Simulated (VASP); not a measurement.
# KBr (I4mm) in VASP: a series of runs

KBr is run at these levels: r2SCAN; tasks: single point.

All numbers are computed with VASP 6.6.1; they aren't measurements. Logs are shortened: lines on timing, memory, paths and dates and some standing lists are left out, and cuts for length are marked.

### Step 1. The cell of the first run

The structure is tetragonal, space group I4mm (No. 107). Conventional cell: a = 4.656 Å, b = 4.656 Å, c = 6.585 Å, α = 90.00°, β = 90.00°, γ = 90.00°. Within 3.9 Å of K (site symmetry 4mm) lie 6 Br at 2.99 to 3.59 Å. Within 3.9 Å of Br (site symmetry 4mm) lie 6 K at 2.99 to 3.59 Å.

### Step 2. Single point, r2SCAN

POSCAR

```
KBr
1.0
    0.0000000000      3.2925000000      3.2925000000
    3.2925000000      0.0000000000      3.2925000000
    3.2925000000      3.2925000000      0.0000000000
K Br
1 1
Direct
    0.0455580866      0.0455580866     -0.0455580866
    0.5000000000      0.5000000000      0.5000000000
```

INCAR.step1

```
SYSTEM = KBr
PREC     = Accurate       ! precision mode
ENCUT    = 520            ! plane-wave cutoff, eV
ISMEAR   = 0              ! smearing method
SIGMA    = 0.05           ! smearing width, eV
LREAL    = .FALSE.        ! projectors in reciprocal space
LASPH    = .TRUE.         ! aspherical terms in the spheres
NELM     = 100            ! most SCF steps
NBANDS   = 15             ! bands
GGA      = PE             ! functional
ALGO     = Normal         ! electronic algorithm
EDIFF    = 1E-4           ! SCF threshold, eV
LWAVE    = .TRUE.         ! write WAVECAR
LCHARG   = .FALSE.        ! write CHGCAR
```

INCAR.step2

```
SYSTEM = KBr
PREC     = Accurate       ! precision mode
ENCUT    = 520            ! plane-wave cutoff, eV
EDIFF    = 1E-6           ! SCF threshold, eV
ISMEAR   = 0              ! smearing method
SIGMA    = 0.05           ! smearing width, eV
LREAL    = .FALSE.        ! projectors in reciprocal space
LASPH    = .TRUE.         ! aspherical terms in the spheres
NELM     = 100            ! most SCF steps
ALGO     = Normal         ! electronic algorithm
ISIF     = 2              ! what is computed and relaxed
LWAVE    = .FALSE.        ! write WAVECAR
LCHARG   = .FALSE.        ! write CHGCAR
METAGGA  = R2SCAN         ! meta-GGA
LMIXTAU  = .TRUE.       
NBANDS   = 15             ! bands
ISTART   = 1
```

KPOINTS

```
Automatic mesh
0
G
  6 6 6
  0 0 0
```

Potentials or basis: VASP PAW PBE potentials, release 64 (K_sv, Br).

The run is started by

```console
$ cat potpaw_PBE.64/K_sv/POTCAR potpaw_PBE.64/Br/POTCAR > POTCAR
$ cp INCAR.step1 INCAR
$ mpirun -np 1 vasp_std > vasp.out
$ cp INCAR.step2 INCAR
$ mpirun -np 1 vasp_std > vasp.out
```

OUTCAR:

```text
SYSTEM = KBr
   PREC = Accurate
   ENCUT = 520
   EDIFF = 1E-6
   ISMEAR = 0
   LREAL = .FALSE.
   LASPH = .TRUE.
   NELM = 100
   ISIF = 2
   METAGGA = R2SCAN
   ISTART = 1

 ion  position               nearest neighbor table
   1  0.046  0.046  0.954-   2 2.99
   2  0.500  0.500  0.500-   1 2.99

  LATTYP: Found a face centered cubic cell.
 ALAT       =     6.5850000000

  Lattice vectors:

 A1 = (   0.0000000000,   3.2925000000,   3.2925000000)
 A2 = (   3.2925000000,   0.0000000000,   3.2925000000)
 A3 = (   3.2925000000,   3.2925000000,   0.0000000000)

Analysis of symmetry for initial positions (statically):
=====================================================================
 Subroutine PRICEL returns:
 Original cell was already a primitive cell.

 Routine SETGRP: Setting up the symmetry group for a
 face centered cubic supercell.

 Subroutine GETGRP returns: Found  8 space group operations
 (whereof  8 operations were pure point group operations)
 out of a pool of 48 trial point group operations.

The static configuration has the point symmetry C_4v.

Analysis of symmetry for dynamics (positions and initial velocities):
=====================================================================
 Subroutine PRICEL returns:
 Original cell was already a primitive cell.

 Routine SETGRP: Setting up the symmetry group for a
 face centered cubic supercell.

 Subroutine GETGRP returns: Found  8 space group operations
 (whereof  8 operations were pure point group operations)
 out of a pool of 48 trial point group operations.

The dynamic configuration has the point symmetry C_4v.

 Subroutine INISYM returns: Found  8 space group operations
 (whereof  8 operations are pure point group operations),
 and found     1 'primitive' translations

----------------------------------------------------------------------------------------

                                     Primitive cell

  volume of cell :      71.3851

  direct lattice vectors                    reciprocal lattice vectors
     0.000000000  3.292500000  3.292500000    -0.151860289  0.151860289  0.151860289
     3.292500000  0.000000000  3.292500000     0.151860289 -0.151860289  0.151860289
     3.292500000  3.292500000  0.000000000     0.151860289  0.151860289 -0.151860289

  length of vectors
     4.656298154  4.656298154  4.656298154     0.263029735  0.263029735  0.263029735

  position of ions in fractional coordinates (direct lattice)
     0.045558087  0.045558087  0.954441913
     0.500000000  0.500000000  0.500000000

  ion indices of the primitive-cell ions
   primitive index   ion index
                 1           1
                 2           2

----------------------------------------------------------------------------------------

 KPOINTS: Automatic mesh

Automatic generation of k-mesh.
 Grid dimensions read from file:
 generate k-points for:    6    6    6

 Generating k-lattice:

  Cartesian coordinates                     Fractional coordinates (reciprocal lattice)
    -0.025310048  0.025310048  0.025310048     0.166666667  0.000000000  0.000000000
     0.025310048 -0.025310048  0.025310048     0.000000000  0.166666667  0.000000000
     0.025310048  0.025310048 -0.025310048     0.000000000  0.000000000  0.166666667

  Length of vectors
     0.043838289  0.043838289  0.043838289

  Shift w.r.t. Gamma in fractional coordinates (k-lattice)
     0.000000000  0.000000000  0.000000000

 Subroutine IBZKPT returns following result:
 ===========================================

 Found     30 irreducible k-points:

 Following reciprocal coordinates:
            Coordinates               Weight
  0.000000  0.000000  0.000000      1.000000
  0.166667  0.000000  0.000000      8.000000
  0.333333  0.000000  0.000000      8.000000
  0.500000  0.000000  0.000000      4.000000
  0.166667  0.166667  0.000000      2.000000
  0.000000  0.166667  0.166667      4.000000
[... 16 lines left out ...]
  0.500000  0.333333  0.166667      8.000000
  0.166667  0.500000  0.333333      8.000000
 [... further k-points ...]
   k-points           NKPTS =     30   k-points in BZ     NKDIM =     30   number of bands    NBANDS=     15
   number of dos      NEDOS =    301   number of ions     NIONS =      2
   total plane-waves  NPLWV =  46656
   dimension x,y,z NGX =    36 NGY =   36 NGZ =   36
   dimension x,y,z NGXF=    72 NGYF=   72 NGZF=   72
   ions per type =               1   1
   NGX,Y,Z   is equivalent  to a cutoff of  12.85, 12.85, 12.85 a.u.
   NGXF,Y,Z  is equivalent  to a cutoff of  25.71, 25.71, 25.71 a.u.
 SYSTEM =  KBr
   PREC   = accura    normal or accurate (medium, high low for compatibility)
   ISTART =      1    job   : 0-new  1-cont  2-samecut
   ICHARG =      0    charge: 1-file 2-atom 10-const
   ISPIN  =      1    spin polarized calculation?
   LNONCOLLINEAR =      F non collinear calculations
   LSORBIT =      F    spin-orbit coupling
   LASPH  =      T    aspherical Exc in radial PAW
   ENCUT  =  520.0 eV  38.22 Ry    6.18 a.u.   8.66  8.66  8.66*2*pi/ulx,y,z
   NELM   =    100;   NELMIN=  2; NELMDL=  0     # of ELM steps
   EDIFF  = 0.1E-05   stopping-criterion for ELM
   LREAL  =      F    real-space projection
   EDIFFG = 0.1E-04   stopping-criterion for IOM
   NSW    =      0    number of steps for IOM
   IBRION =     -1    ionic relax: 0-MD 1-quasi-New 2-CG
   NFREE  =      0    steps in history (QN), initial steepest desc. (CG)
   ISIF   =      2    stress and relaxation
   ISYM   =      2    0-nonsym 1-usesym 2-fastsym
   POTIM  = 0.5000    time-step for ionic-motion
   TEBEG  =    0.0;   TEEND  =   0.0 temperature during run
   PSTRESS=    0.0 pullay stress
   NELECT =      16.0000    total number of electrons
   NUPDOWN=      -1.0000    fix difference up-down
   EMIN   =  10.00;   EMAX   =-10.00  energy-range for DOS
   EFERMI =   0.00;   METHOD = LEGACY
   ISMEAR =     0;   SIGMA  =   0.05  broadening in eV -4-tet -1-fermi 0-gaus
   EFERMI_NEDOS =   21; number of points for ismear=-14 and -15
   IALGO  =     38    algorithm
   IMIX   =      4    mixing-type and parameters
     AMIX     =   0.40;   BMIX     =  1.00
     AMIX_MAG =   1.60;   BMIX_MAG =  1.00
  volume/ion in A,a.u.               =      35.69       240.87
  Fermi-wavevector in a.u.,A,eV,Ry     =   0.994441  1.879221 13.454978  0.988913
  Thomas-Fermi vector in A             =   2.126392
   LORBIT       =      0    0 simple, 1 ext, 2 COOP (PROOUT), +10 PAW based schemes
   METAGGA = R2SCAN    functional components
   LHFCALC =     F    Hartree Fock is set to
   AEXX    =    0.0000 exact exchange contribution
   IVDW    =     0    specifies the selected vdW correction
   LEPSILON=     F    determine dielectric tensor
   LRPA    =     F    only Hartree local field effects (RPA)
 non-spin polarized calculation
 Gauss-broadening in eV      SIGMA  =   0.05
  energy-cutoff  :      520.00
  volume of cell :       71.39
 maximum number of plane-waves:      1948
 NGX is ok and might be reduce to    36
   NGX = 17   NGY = 17   NGZ = 17

 number of electron      15.9999998 magnetization

 Free energy of the ion-electron system (eV)
  ---------------------------------------------------
  ext. energy  EPLUGINS =         0.00000000
  ---------------------------------------------------
  free energy    TOTEN  =       -23.17760875 eV

  energy without entropy =      -23.17760875  energy(sigma->0) =      -23.17760875

 E-fermi :  -1.9063     XC(G=0):  -7.7653

 val. band max:       -2.1464686317   @ k =   0.0000   0.0000   0.0000
 cond. band min:       2.9704442469   @ k =   0.0000   0.0000   0.0000
 fundamental gap:      5.1169128786
 Fermi energy:        -1.9063135474

 k-point     1 :       0.0000    0.0000    0.0000
  band No.  band energies     occupation
      1     -30.9669      2.00000
      2     -14.8973      2.00000
      3     -13.6745      2.00000
      4     -13.6745      2.00000
      5     -13.6593      2.00000
      6      -2.1534      2.00000
      7      -2.1534      2.00000
      8      -2.1465      2.00000
      9       2.9704      0.00000
     10       6.1689      0.00000
     11       6.2022      0.00000
     12       6.2022      0.00000
     13       7.1290      0.00000
     14       7.2803      0.00000
     15       9.7970      0.00000

 k-point     2 :       0.1667    0.0000    0.0000
  band No.  band energies     occupation
      1     -30.9655      2.00000
      2     -14.9444      2.00000
      3     -13.6870      2.00000
      4     -13.6762      2.00000
      5     -13.5825      2.00000
      6      -2.5026      2.00000
      7      -2.2328      2.00000
      8      -2.2215      2.00000
      9       3.6197      0.00000
     10       5.9369      0.00000
     11       6.4721      0.00000
     12       6.4842      0.00000
     13       7.5585      0.00000
     14       7.7225      0.00000
     15      10.7811      0.00000

 k-point     3 :       0.3333    0.0000    0.0000
  band No.  band energies     occupation
      1     -30.9625      2.00000
      2     -15.0274      2.00000
      3     -13.6911      2.00000
      4     -13.6793      2.00000
      5     -13.4600      2.00000
      6      -3.0601      2.00000
      7      -2.3837      2.00000
      8      -2.3719      2.00000
      9       4.6761      0.00000
     10       6.1665      0.00000
     11       7.2786      0.00000
     12       7.2872      0.00000
     13       8.5452      0.00000
     14       8.7340      0.00000
     15      10.2048      0.00000
[... 343 lines left out ...]
 k-point    23 :       0.5000    0.3333    0.1667
  band No.  band energies     occupation
      1     -30.9606      2.00000
      2     -14.9715      2.00000
      3     -13.7153      2.00000
      4     -13.7020      2.00000
      5     -13.5107      2.00000
      6      -2.9752      2.00000
      7      -2.5125      2.00000
      8      -2.4630      2.00000
      9       5.2581      0.00000
     10       5.5542      0.00000
     11       7.4737      0.00000
     12       8.2470      0.00000
     13       8.3927      0.00000
     14       8.9588      0.00000
     15       9.9544      0.00000

 k-point    24 :       0.1667    0.5000    0.3333
  band No.  band energies     occupation
      1     -30.9607      2.00000
      2     -14.9577      2.00000
      3     -13.7138      2.00000
      4     -13.7084      2.00000
      5     -13.5188      2.00000
      6      -2.9905      2.00000
      7      -2.5330      2.00000
      8      -2.4624      2.00000
      9       5.3373      0.00000
     10       5.6321      0.00000
     11       7.4877      0.00000
     12       8.1347      0.00000
     13       8.3422      0.00000
     14       9.1308      0.00000
     15       9.6184      0.00000

 [... further k-points ...]

------------------------ aborting loop because EDIFF is reached ----------------------------------------

  FORCE on cell =-STRESS in cart. coord.  units (eV):
  Direction    XX          YY          ZZ          XY          YZ          ZX
  --------------------------------------------------------------------------------------
  -------------------------------------------------------------------------------------
  Total        0.0162528      0.0162528      0.9836328      0.0000000      0.0000000     -0.0000000
  in kB        0.3647799      0.3647799     22.0768067      0.0000000      0.0000000     -0.0000000
  external PRESSURE =       7.6021222 kB  Pullay stress =       0.0000000 kB

 VOLUME and BASIS-vectors are now :
 -----------------------------------------------------------------------------
  energy-cutoff  :      520.00
  volume of cell :       71.39
      direct lattice vectors                 reciprocal lattice vectors
     0.000000000  3.292500000  3.292500000    -0.151860289  0.151860289  0.151860289
     3.292500000  0.000000000  3.292500000     0.151860289 -0.151860289  0.151860289
     3.292500000  3.292500000  0.000000000     0.151860289  0.151860289 -0.151860289

 POSITION                                       TOTAL-FORCE (eV/Angst)
 -----------------------------------------------------------------------------------
      3.29250      3.29250      0.30000         0.000000      0.000000     -0.527957
      3.29250      3.29250      3.29250         0.000000      0.000000      0.527957
 -----------------------------------------------------------------------------------
    total drift:                               -0.000000     -0.000000     -0.001318

  FREE ENERGIE OF THE ION-ELECTRON SYSTEM (eV)
  ---------------------------------------------------
  free  energy   TOTEN  =       -23.1776087491 eV

  energy  without entropy=      -23.1776087491  energy(sigma->0) =      -23.17760875
```

It took 3.8 min on 1 thread of Intel Xeon Platinum 8375C at 2.90GHz (Ice Lake), shared host; peak memory 0.21 GiB.

What came out:

| Property | Result |
| --- | --- |
| Free energy | -23.1776 eV |
| Pressure | 0.8 GPa |
| Largest force | 0.528 eV/Å |
| Band gap on the k mesh | 5.12 eV |

Forces on the atoms (eV/Å):
```
K    0.000  0.000 -0.528
Br   0.000  0.000  0.528
```

Levels at points of the mesh, in eV from the valence-band top:
```csv
k point,band 6,band 7,band 8,band 9,band 10,band 11
"(0.00, 0.00, 0.00)",-0.01,-0.01,0.00,5.12,8.32,8.35
"(0.50, 0.00, 0.00)",-1.15,-0.31,-0.30,7.14,8.87,10.26
"(0.50, 0.50, 0.00)",-0.77,-0.27,-0.27,6.39,8.07,9.39
"(0.00, 0.50, 0.50)",-0.81,-0.31,-0.26,6.49,8.01,10.21
```

Caveat: the cell differs from its parent crystal (all K atoms moved -0.300 Å, as atom 1 towards its neighbour atom 2 (Br) at 3.292 Å); the PAW data sets were made with another functional, which shifts forces and pressure a little.

### Step 3. Single point, r2SCAN

POSCAR: that of step 2 with these lines changed.

```diff
@@ -8,3 +8,3 @@
 Direct
-    0.0455580866      0.0455580866     -0.0455580866
+   -0.0341685649     -0.0341685649      0.0341685649
     0.5000000000      0.5000000000      0.5000000000
```

INCAR.step1

```
PREC = Accurate ; ENCUT = 520
ISMEAR = 0 ; SIGMA = 0.05
LREAL = F ; LASPH = T
NELM = 80 ; NBANDS = 15
GGA = PE ; ALGO = Normal
EDIFF = 1E-4 ; LWAVE = T
LCHARG = F
```

INCAR.step2

```
PREC = Accurate ; ENCUT = 520
EDIFF = 1E-6 ; ISMEAR = 0
SIGMA = 0.05 ; LREAL = F
LASPH = T ; NELM = 80
ALGO = Normal ; ISIF = 2
LWAVE = F ; LCHARG = F
METAGGA = R2SCAN ; LMIXTAU = T
NBANDS = 15 ; ISTART = 1
```

KPOINTS

```
Automatic mesh
0
Gamma
  6 6 6
```

Potentials or basis: VASP PAW PBE potentials, release 64 (K_sv, Br).

The run is started by

```console
$ cat potpaw_PBE.64/K_sv/POTCAR potpaw_PBE.64/Br/POTCAR > POTCAR
$ cp INCAR.step1 INCAR
$ mpirun -np 1 vasp_std > vasp.out
$ cp INCAR.step2 INCAR
$ mpirun -np 1 vasp_std > vasp.out
```

Wall time 3.6 min (1 thread of Intel Xeon Platinum 8375C at 2.90GHz (Ice Lake), shared host); peak memory 0.21 GiB.

It converged, with:

| Quantity | Value |
| --- | --- |
| Free energy | -23.2106 eV |
| Pressure | 0.5 GPa |
| Largest force | 0.358 eV/Å |
| Band gap on the k mesh | 5.11 eV |

Forces on the atoms (eV/Å):
```
K    0.000  0.000  0.358
Br   0.000  0.000 -0.358
```

Stress tensor (GPa, compression positive):
```
0.10 0.00 0.00
0.00 0.10 0.00
0.00 0.00 1.29
```

Levels at points of the mesh, in eV from the valence-band top:
| k point | band 4 | band 5 | band 6 | band 7 | band 8 | band 9 | band 10 | band 11 | band 12 | band 13 |
| --- | --- | --- | --- | --- | --- | --- | --- | --- | --- | --- |
| (0.00, 0.00, 0.00) | -11.55 | -11.54 | 0.00 | 0.00 | 0.00 | 5.11 | 8.28 | 8.30 | 8.30 | 9.25 |
| (0.50, 0.00, 0.00) | -11.55 | -11.29 | -1.16 | -0.32 | -0.31 | 7.14 | 8.88 | 10.34 | 10.47 | 10.84 |
| (0.50, 0.50, 0.00) | -11.58 | -11.58 | -0.80 | -0.28 | -0.28 | 6.37 | 8.07 | 9.60 | 10.28 | 11.30 |
| (0.00, 0.50, 0.50) | -11.58 | -11.56 | -0.82 | -0.30 | -0.27 | 6.43 | 8.03 | 10.20 | 10.25 | 10.64 |

Caveat: the cell differs from its parent crystal (all K atoms moved +0.225 Å, as atom 1 towards its neighbour atom 2 (Br) at 3.292 Å); the PAW data sets were made with another functional, which shifts forces and pressure a little.

### Step 4. Single point, r2SCAN

POSCAR: that of step 3 with these lines changed.

```diff
@@ -8,3 +8,3 @@
 Direct
-   -0.0341685649     -0.0341685649      0.0341685649
+    0.0227790433      0.0227790433     -0.0227790433
     0.5000000000      0.5000000000      0.5000000000
```

INCAR.step1

```
PREC = Accurate
ENCUT = 520
ISMEAR = 0
SIGMA = 0.05
LREAL = False
LASPH = True
NELM = 80
NBANDS = 15
GGA = PE
ALGO = Normal
EDIFF = 1E-4
LWAVE = True
LCHARG = False
```

INCAR.step2

```
PREC = Accurate
ENCUT = 520
EDIFF = 1E-6
ISMEAR = 0
SIGMA = 0.05
LREAL = False
LASPH = True
NELM = 80
ALGO = Normal
ISIF = 2
LWAVE = False
LCHARG = True
METAGGA = R2SCAN
LMIXTAU = True
LELF = True
LVHAR = True
NBANDS = 15
ISTART = 1
```

KPOINTS is that of step 3.

The run is started by

```console
$ cat potpaw_PBE.64/K_sv/POTCAR potpaw_PBE.64/Br/POTCAR > POTCAR
$ cp INCAR.step1 INCAR
$ mpirun -np 1 vasp_std > vasp.out
$ cp INCAR.step2 INCAR
$ mpirun -np 1 vasp_std > vasp.out
```

Run time: 3.4 min. Hardware: 1 thread of Intel Xeon Platinum 8375C at 2.90GHz (Ice Lake), shared host; peak memory 0.22 GiB.

It converged, with:

```
Free energy            : -23.2321 eV
Pressure               : 0.3 GPa
Largest force          : 0.221 eV/Å
Band gap on the k mesh : 5.10 eV
```

Forces in eV/Å, atoms in the order of the input:
```
K    0.000  0.000 -0.221
Br   0.000  0.000  0.221
```

Stress tensor (GPa, compression positive):
```
0.14 0.00 0.00
0.00 0.14 0.00
0.00 0.00 0.66
```

Levels at points of the mesh, in eV from the valence-band top:
```
           k point  band 5  band 6  band 7  band 8  band 9  band 10  band 11  band 12
(0.00, 0.00, 0.00)  -11.56    0.00    0.00    0.00    5.10     8.26     8.27     8.27
(0.50, 0.00, 0.00)  -11.31   -1.17   -0.33   -0.32    7.15     8.89    10.42    10.51
(0.50, 0.50, 0.00)  -11.60   -0.82   -0.28   -0.28    6.36     8.06     9.83    10.24
(0.00, 0.50, 0.50)  -11.59   -0.83   -0.30   -0.28    6.39     8.05    10.19    10.23
```

Caveat: the cell differs from its parent crystal (all K atoms moved -0.150 Å, as atom 1 towards its neighbour atom 2 (Br) at 3.292 Å); the PAW data sets were made with another functional, which shifts forces and pressure a little.

[end of part 1 of 2]
